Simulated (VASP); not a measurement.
Runs of VASP 6.6.1 on SiC. The structure is that of space group F-43m (No. 216), or close to it. The cells are those of the table. 

```csv
task,level,cell,k mesh,cutoff (eV),smearing,grid for exact exchange (PRECFOCK),screening parameter,gap on the mesh (eV),pressure (GPa)
single point,PBE,"a = 3.097 Å, angles 60.0°, 2 atoms",10 × 10 × 10,520,fermi-dirac 0.02 eV,-,-,1.37,0.0
relaxation of cell and atoms,r2SCAN,"relaxed from a = 3.097 Å, angles 60.0°, 2 atoms",10 × 10 × 10,600,fermi-dirac 0.02 eV,-,-,1.72,0.0
single point,HSE06,"a = 3.080 Å, angles 60.0°, 2 atoms",8 × 8 × 8,520,gaussian 0.01 eV,Normal,0.2079 1/Å,(b),(a)
single point,r2SCAN,"a = 3.080 Å, angles 60.0°, 2 atoms",10 × 10 × 10,520,fermi-dirac 0.02 eV,-,-,1.72,-0.1
single point,PBE,"a = 3.080 Å, angles 60.0°, 2 atoms",6 × 6 × 6,520,gaussian 0.01 eV,-,-,1.35,3.5
```

Alike in all rows: potentials or basis VASP PAW PBE potentials, release 64 (Si, C); no spin polarisation.

Task: Fill in the values left out.

Result: (a) -1.5; (b) 2.23.

Caveats: the PAW data sets were made with another functional, which shifts forces and pressure a little (some runs).

A k mesh can miss the band edges.
